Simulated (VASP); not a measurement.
# Si (P6_3/mmc) in VASP: settings compared, part 2 of 2

VASP 6.6.1. Earlier steps stand in the parts before.

## 4. Relaxation of cell and atoms, PBE

This run uses another cell than the first one, of 16.84 Å³/atom.

INCAR

```
PREC = Accurate
ENCUT = 600
EDIFF = 1E-6
ISMEAR = -1
SIGMA = 0.02
LREAL = F
LASPH = T
NELM = 80
ALGO = Normal
ISIF = 3
LWAVE = F
LCHARG = F
GGA = PE
IBRION = 2
NSW = 80
EDIFFG = -0.005
```

KPOINTS

```
Automatic mesh
0
Gamma
  12 12 4
```

POSCAR

```
Si
1.0
    3.6252448193      0.0000000000      0.0000000000
   -1.8126224097      3.1395541085      0.0000000000
    0.0000000000      0.0000000000      5.9200247899
Si
4
Direct
    0.3333333333      0.6666666667      0.0000000000
    0.6666666667      0.3333333333      0.5000000000
    0.3333333333      0.6666666667      0.3750000000
    0.6666666667      0.3333333333      0.8750000000
```

Potentials or basis: VASP PAW PBE potentials, release 64 (Si).

The run is started by

```
> cat potpaw_PBE.64/Si/POTCAR > POTCAR
> mpirun -np 1 vasp_std > vasp.out
```

OUTCAR:

```text
PREC = Accurate
   ENCUT = 600
   EDIFF = 1E-6
   ISMEAR = -1
   LREAL = F
   LASPH = T
   NELM = 80
   ISIF = 3
   GGA = PE
   IBRION = 2
   NSW = 80
   EDIFFG = -0.005

 ion  position               nearest neighbor table
   1  0.333  0.667  0.000-   4 2.22   4 2.22   4 2.22   3 2.22
   2  0.667  0.333  0.500-   3 2.22   3 2.22   3 2.22   4 2.22
   3  0.333  0.667  0.375-   2 2.22   2 2.22   2 2.22   1 2.22
   4  0.667  0.333  0.875-   1 2.22   1 2.22   1 2.22   2 2.22

  LATTYP: Found a hexagonal cell.
 ALAT       =     3.6252448193
 C/A-ratio  =     1.6330000000

  Lattice vectors:

 A1 = (   3.6252448193,   0.0000000000,   0.0000000000)
 A2 = (  -1.8126224097,   3.1395541085,   0.0000000000)
 A3 = (   0.0000000000,   0.0000000000,   5.9200247899)

Analysis of symmetry for initial positions (statically):
=====================================================================
 Subroutine PRICEL returns:
 Original cell was already a primitive cell.

 Routine SETGRP: Setting up the symmetry group for a
 hexagonal supercell.

 Subroutine GETGRP returns: Found 24 space group operations
 (whereof  6 operations were pure point group operations)
 out of a pool of 24 trial point group operations.

The static configuration has the point symmetry C_3v.
 The point group associated with its full space group is D_6h.

Analysis of symmetry for dynamics (positions and initial velocities):
=====================================================================
 Subroutine PRICEL returns:
[... 137 lines left out ...]
  Thomas-Fermi vector in A             =   2.146956
   LORBIT       =      0    0 simple, 1 ext, 2 COOP (PROOUT), +10 PAW based schemes
   GGA     = PE    functional components
   LHFCALC =     F    Hartree Fock is set to
   AEXX    =    0.0000 exact exchange contribution
   IVDW    =     0    specifies the selected vdW correction
   LEPSILON=     F    determine dielectric tensor
   LRPA    =     F    only Hartree local field effects (RPA)
 conjugate gradient relaxation of ions
 non-spin polarized calculation
  energy-cutoff  :      600.00
  volume of cell :       67.38
 maximum number of plane-waves:      2273
 NGX is ok and might be reduce to    30
   NGX = 15   NGY = 15   NGZ = 23

--------------------------------------- Ionic step        1  -------------------------------------------

 number of electron      16.0000001 magnetization

 Free energy of the ion-electron system (eV)
  ---------------------------------------------------
  ext. energy  EPLUGINS =         0.00000000
  ---------------------------------------------------
  free energy    TOTEN  =       -20.67757691 eV

  energy without entropy =      -20.67739525  energy(sigma->0) =      -20.67748608

 E-fermi :   7.9707     XC(G=0): -10.0963

 val. band max:        7.9579869080   @ k =   0.5000   0.0000   0.0000
 cond. band min:       8.0541103209   @ k =   0.0000   0.0000   0.0000
 fundamental gap:      0.0961234129
 Fermi energy:         7.9707168736
[... 956 lines left out ...]
--------------------------------------- Ionic step        7  -------------------------------------------

 number of electron      16.0000001 magnetization

 Free energy of the ion-electron system (eV)
  ---------------------------------------------------
  ext. energy  EPLUGINS =         0.00000000
  ---------------------------------------------------
  free energy    TOTEN  =       -21.65574981 eV

  energy without entropy =      -21.65574975  energy(sigma->0) =      -21.65574978

 E-fermi :   6.0898     XC(G=0):  -9.3263

 val. band max:        5.8687697332   @ k =   0.0000   0.0000   0.0000
 cond. band min:       6.3195059407   @ k =   0.5000   0.0000   0.0000
 fundamental gap:      0.4507362075
 Fermi energy:         6.0897881119
[... 391 lines left out ...]
  FREE ENERGIE OF THE ION-ELECTRON SYSTEM (eV)
  ---------------------------------------------------
  free  energy   TOTEN  =       -21.6557498082 eV

  energy  without entropy=      -21.6557497538  energy(sigma->0) =      -21.65574978

 reached required accuracy - stopping structural energy minimisation
```

OSZICAR:

```text
N       E                     dE             d eps       ncg     rms          rms(c)
DAV:   1     0.416359482405E+02    0.41636E+02   -0.71086E+03  1368   0.126E+03
DAV:   2    -0.184122857097E+02   -0.60048E+02   -0.55239E+02  1828   0.163E+02
[... 51 lines left out ...]
   6 F= -.21655564E+02 E0= -.21655564E+02  d E =-.658392E-03
       N       E                     dE             d eps       ncg     rms          rms(c)
DAV:   1    -0.216559554892E+02   -0.39189E-03   -0.52896E-03  1464   0.446E-01    0.595E-02
DAV:   2    -0.216558118686E+02    0.14362E-03   -0.30150E-04  1696   0.125E-01    0.290E-02
DAV:   3    -0.216557492415E+02    0.62627E-04   -0.16896E-04  1620   0.791E-02    0.823E-03
DAV:   4    -0.216557500110E+02   -0.76943E-06   -0.21282E-05  1556   0.290E-02    0.385E-03
DAV:   5    -0.216557498082E+02    0.20272E-06   -0.57907E-07   796   0.569E-03
   7 F= -.21655750E+02 E0= -.21655750E+02  d E =-.185477E-03
```

Run time: 92 s. Hardware: 1 thread of AMD EPYC 9R45 (Zen 5), shared host; peak memory 0.19 GiB.

Results:

```yaml
Free_energy: -21.6557 eV
Relaxed_volume: 20.43 Å³/atom
Relaxed_cell: a = 3.851 Å, b = 3.851 Å, c = 6.362 Å, α = 90.00°, β = 90.00°, γ = 120.00°
Space_group_after_relaxing_to_0.1_Å: P6_3/mmc (No. 194)
Energy_gained_by_relaxing: 244.5 meV/atom
Ionic_steps: 7
Pressure_after_relaxing: 0.0 GPa
Band_gap_on_the_k_mesh: 0.45 eV (least direct gap 0.99 eV)
```

The path:
```
step  energy change (eV)  largest force (eV/Å)  pressure (GPa)  volume (Å³)
   1              0.0000                0.0653           25.65        67.38
   2             -0.3779                0.0785          -10.48        97.24
   3             -0.9770                0.0922           -0.30        81.99
   4             -0.9773                0.0913            0.03        81.68
   5             -0.9780                0.0100            0.00        81.70
   6             -0.9780                0.0003            0.00        81.70
   7             -0.9782                0.0003           -0.01        81.70
```

Final structure:
```xyz
4
Lattice="3.8509 0.0000 0.0000 -1.9254 3.3350 0.0000 0.0000 0.0000 6.3620" Properties=species:S:1:pos:R:3 pbc="T T T"
Si    0.0000    2.2233    0.0026
Si    1.9254    1.1117    3.1836
Si    0.0000    2.2233    2.3831
Si    1.9254    1.1117    5.5641
```

Caveat: the volume moved by over 15 % at a fixed basis, so the end points are rough.

## 5. Single point, HSE06

POSCAR

```
Si
1.0
    3.8330687609      0.0000000000      0.0000000000
   -1.9165343804      3.3195349214      0.0000000000
    0.0000000000      0.0000000000      6.3266069912
Si
4
Direct
    0.3333333333      0.6666666667      0.0002923471
    0.6666666667      0.3333333333      0.5002923471
    0.3333333333      0.6666666667      0.3747076529
    0.6666666667      0.3333333333      0.8747076529
```

INCAR.step1

```
ALGO = Normal ; EDIFF = 1E-5
ENCUT = 520 ; GGA = PE
ISIF = 2 ; ISMEAR = -1
LASPH = True ; LCHARG = False
LREAL = False ; LWAVE = True
NBANDS = 16 ; NELM = 100
PREC = Accurate ; SIGMA = 0.02
```

INCAR.step2

```
ALGO = Normal ; EDIFF = 1E-7
ENCUT = 520 ; GGA = PE
HFSCREEN = 0.2079 ; ISIF = 2
ISMEAR = -1 ; ISTART = 1
LASPH = True ; LCHARG = False
LHFCALC = True ; LREAL = False
LWAVE = False ; NBANDS = 16
NELM = 100 ; PREC = Accurate
PRECFOCK = Normal ; SIGMA = 0.02
```

KPOINTS

```
k-points
0
Gamma
  6 6 4
```

Potentials or basis: VASP PAW PBE potentials, release 64 (Si).

The run is started by

```
> cat potpaw_PBE.64/Si/POTCAR > POTCAR
> cp INCAR.step1 INCAR
> mpirun -np 1 vasp_std > vasp.out
> cp INCAR.step2 INCAR
> mpirun -np 1 vasp_std > vasp.out
```

OUTCAR:

```text
EDIFF = 1E-7
   ENCUT = 520
   GGA = PE
   HFSCREEN = 0.2079
   ISIF = 2
   ISMEAR = -1
   ISTART = 1
   LASPH = True
   LHFCALC = True
   LREAL = False
   NELM = 100
   PREC = Accurate
   PRECFOCK = Normal

 ion  position               nearest neighbor table
   1  0.333  0.667  0.000-   4 2.35   4 2.35   4 2.35   3 2.37
   2  0.667  0.333  0.500-   3 2.35   3 2.35   3 2.35   4 2.37
   3  0.333  0.667  0.375-   2 2.35   2 2.35   2 2.35   1 2.37
   4  0.667  0.333  0.875-   1 2.35   1 2.35   1 2.35   2 2.37

  LATTYP: Found a hexagonal cell.
 ALAT       =     3.8330687609
 C/A-ratio  =     1.6505331331

  Lattice vectors:

 A1 = (   3.8330687609,   0.0000000000,   0.0000000000)
 A2 = (  -1.9165343804,   3.3195349214,   0.0000000000)
 A3 = (   0.0000000000,   0.0000000000,   6.3266069912)

Analysis of symmetry for initial positions (statically):
=====================================================================
 Subroutine PRICEL returns:
 Original cell was already a primitive cell.

 Routine SETGRP: Setting up the symmetry group for a
 hexagonal supercell.

 Subroutine GETGRP returns: Found 24 space group operations
[... 179 lines left out ...]
 fundamental gap:      0.9749985105
 Fermi energy:         6.1038667705

 k-point     1 :       0.0000    0.0000    0.0000
  band No.  band energies     occupation
      1      -7.8431      2.00000
      2      -5.2987      2.00000
      3      -2.2709      2.00000
      4       4.0249      2.00000
      5       4.0249      2.00000
      6       5.3506      2.00000
[... 376 lines left out ...]
      3      -2.5137      2.00000
      4      -2.5137      2.00000
      5       0.8177      2.00000
      6       0.8177      2.00000
[... 8 lines left out ...]
     15      12.8773      0.00000
     16      12.8773      0.00000

------------------------ aborting loop because EDIFF is reached ----------------------------------------

  FORCE on cell =-STRESS in cart. coord.  units (eV):
  Direction    XX          YY          ZZ          XY          YZ          ZX
  --------------------------------------------------------------------------------------
  -------------------------------------------------------------------------------------
  Total       -0.1763335     -0.1763335     -0.1833787     -0.0000000     -0.0000000      0.0000000
  in kB       -3.5095449     -3.5095449     -3.6497634     -0.0000000     -0.0000000      0.0000000
  external PRESSURE =      -3.5562844 kB  Pullay stress =       0.0000000 kB

 VOLUME and BASIS-vectors are now :
 -----------------------------------------------------------------------------
  energy-cutoff  :      520.00
  volume of cell :       80.50
      direct lattice vectors                 reciprocal lattice vectors
     3.833068761  0.000000000  0.000000000     0.260887571  0.150623510  0.000000000
    -1.916534380  3.319534921  0.000000000     0.000000000  0.301247019  0.000000000
     0.000000000  0.000000000  6.326606991     0.000000000  0.000000000  0.158062608

 POSITION                                       TOTAL-FORCE (eV/Angst)
 -----------------------------------------------------------------------------------
     -0.00000      2.21302      0.00185        -0.000000      0.000000      0.000433
      1.91653      1.10651      3.16515         0.000000     -0.000000      0.000433
     -0.00000      2.21302      2.37063        -0.000000      0.000000     -0.000433
      1.91653      1.10651      5.53393        -0.000000     -0.000000     -0.000433
 -----------------------------------------------------------------------------------
    total drift:                               -0.000000      0.000000     -0.000000

  FREE ENERGIE OF THE ION-ELECTRON SYSTEM (eV)
  ---------------------------------------------------
  free  energy   TOTEN  =       -25.0346901618 eV

  energy  without entropy=      -25.0346901618  energy(sigma->0) =      -25.03469016
```

OUTCAR.step1:

```text
EDIFF = 1E-5
   ENCUT = 520
   GGA = PE
   ISIF = 2
[... 625 lines left out ...]
     -0.00000      2.21302      0.00185         0.000000      0.000000      0.006458
      1.91653      1.10651      3.16515        -0.000000     -0.000000      0.006458
     -0.00000      2.21302      2.37063         0.000000      0.000000     -0.006458
      1.91653      1.10651      5.53393         0.000000      0.000000     -0.006458
 -----------------------------------------------------------------------------------
    total drift:                               -0.000000      0.000000     -0.000000

  FREE ENERGIE OF THE ION-ELECTRON SYSTEM (eV)
  ---------------------------------------------------
  free  energy   TOTEN  =       -21.6245187158 eV

  energy  without entropy=      -21.6245182308  energy(sigma->0) =      -21.62451847
```

Wall time 90 min (1 thread of Oxide Virtual Turin-like, shared host); peak memory 0.29 GiB.

What came out:

- Free energy: -25.0347 eV
- Pressure: -0.4 GPa
- Band gap on the k mesh: 0.97 eV (least direct gap 1.69 eV)

Levels at points of the mesh, in eV from the valence-band top:
| k point | band 6 | band 7 | band 8 | band 9 | band 10 | band 11 |
| --- | --- | --- | --- | --- | --- | --- |
| (0.00, 0.00, 0.00) | -0.34 | 0.00 | 0.00 | 1.69 | 2.72 | 2.72 |
| (0.50, 0.00, 0.00) | -3.36 | -3.18 | -1.58 | 0.97 | 3.09 | 3.67 |
| (0.00, 0.00, 0.50) | -1.01 | -1.01 | -1.01 | 2.52 | 2.52 | 3.76 |
| (0.50, 0.00, 0.50) | -2.65 | -2.64 | -2.64 | 1.53 | 1.53 | 2.31 |

Caveat: the PAW data sets were made with another functional, which shifts forces and pressure a little.

## 6. Single point, PBE0

POSCAR

```
Si
1.0
    3.8321296558      0.0000000000      0.0000000000
   -1.9160648279      3.3187216325      0.0000000000
    0.0000000000      0.0000000000      6.3412164343
Si
4
Direct
    0.3333333333      0.6666666667      0.0005609359
    0.6666666667      0.3333333333      0.5005609359
    0.3333333333      0.6666666667      0.3744390641
    0.6666666667      0.3333333333      0.8744390641
```

INCAR.step1

```
SYSTEM = Si
PREC = Accurate ; ENCUT = 520
EDIFF = 1E-5 ; ISMEAR = 0
SIGMA = 0.01 ; LREAL = .FALSE.
LASPH = .TRUE. ; NELM = 60
ALGO = Normal ; ISIF = 2
LWAVE = .TRUE. ; LCHARG = .FALSE.
GGA = PE ; NBANDS = 16
```

INCAR.step2

```
SYSTEM = Si
PREC = Accurate ; ENCUT = 520
EDIFF = 1E-7 ; ISMEAR = 0
SIGMA = 0.01 ; LREAL = .FALSE.
LASPH = .TRUE. ; NELM = 60
ALGO = Normal ; ISIF = 2
LWAVE = .FALSE. ; LCHARG = .FALSE.
GGA = PE ; LHFCALC = .TRUE.
AEXX = 0.25 ; PRECFOCK = Normal
ISTART = 1 ; NBANDS = 16
```

KPOINTS

```
regular mesh
0
G
  6 6 4
  0 0 0
```

Potentials or basis: VASP PAW PBE potentials, release 64 (Si).

The run is started by

```
> cat potpaw_PBE.64/Si/POTCAR > POTCAR
> cp INCAR.step1 INCAR
> mpirun -np 1 vasp_std > vasp.out
> cp INCAR.step2 INCAR
> mpirun -np 1 vasp_std > vasp.out
```

Run time: 55 min. Hardware: 1 thread of Oxide Virtual Turin-like, shared host; peak memory 0.2 GiB.

Results (log left out):

```
Free energy            : -27.0881 eV
Pressure               : -0.7 GPa
Largest force          : 0.018 eV/Å
Band gap on the k mesh : 1.66 eV (least direct gap 2.38 eV)
```

Forces on the atoms (eV/Å):
```
Si   0.000  0.000 -0.018
Si   0.000  0.000 -0.018
Si   0.000  0.000  0.018
Si   0.000  0.000  0.018
```

Stress tensor (GPa, compression positive):
```
-0.59  0.00  0.00
 0.00 -0.59  0.00
 0.00  0.00 -0.98
```

Levels at points of the mesh, in eV from the valence-band top:
```
           k point  band 5  band 6  band 7  band 8  band 9  band 10  band 11  band 12
(0.00, 0.00, 0.00)   -1.68   -0.37    0.00    0.00    2.38     3.41     3.41     3.76
(0.50, 0.00, 0.00)   -5.17   -3.39   -3.24   -1.60    1.66     3.77     4.34     4.59
(0.00, 0.00, 0.50)   -1.01   -1.01   -1.01   -1.01    3.21     3.21     4.46     4.46
(0.50, 0.00, 0.50)   -2.69   -2.69   -2.68   -2.68    2.19     2.19     2.99     2.99
```

Caveat: the PAW data sets were made with another functional, which shifts forces and pressure a little. A k mesh can miss the band edges.

## 7. Summary

```tsv
task	level	cell	k mesh	cutoff (eV)	smearing	grid for exact exchange (PRECFOCK)	share of exact exchange	screening parameter	gap on the mesh (eV)	pressure (GPa)
single point	r2SCAN	a = 3.832, b = 3.832, c = 6.341 Å, angles 90.0, 90.0, 120.0°, 4 atoms, atomic positions A	12 × 12 × 4	520	fermi-dirac 0.02 eV	-	-	-	0.62	-0.2
single point	r2SCAN	a = 3.832, b = 3.832, c = 6.341 Å, angles 90.0, 90.0, 120.0°, 4 atoms, atomic positions A	12 × 12 × 4	520	gaussian 0.01 eV	-	-	-	0.62	-0.2
relaxation of cell and atoms	PBE	relaxed from a = 3.625, b = 3.625, c = 5.920 Å, angles 90.0, 90.0, 120.0°, 4 atoms, atomic positions B	12 × 12 × 4	600	fermi-dirac 0.02 eV	-	-	-	0.45	0.0
single point	HSE06	a = 3.833, b = 3.833, c = 6.327 Å, angles 90.0, 90.0, 120.0°, 4 atoms, atomic positions C	6 × 6 × 4	520	fermi-dirac 0.02 eV	Normal	0.25	0.2079 1/Å	0.97	-0.4
single point	PBE0	a = 3.832, b = 3.832, c = 6.341 Å, angles 90.0, 90.0, 120.0°, 4 atoms, atomic positions A	6 × 6 × 4	520	gaussian 0.01 eV	Normal	0.25	-	1.66	-0.7
```

Alike in all rows: potentials or basis VASP PAW PBE potentials, release 64 (Si); no spin polarisation.

On the cell as given the gap runs from 0.62 eV (r2SCAN) to 1.66 eV (PBE0); the meshes differ, which moves gaps too. The pressure there spans -0.7 GPa (PBE0) to -0.2 GPa (r2SCAN); a positive pressure means that this level wants a larger cell, a negative one a smaller.

Caveats: the PAW data sets were made with another functional, which shifts forces and pressure a little (at least some runs); the volume moved by over 15 % at a fixed basis, so the end points are rough (at least some runs).

Total energies depend on the potentials used, so only differences within one code and one set of settings carry meaning.
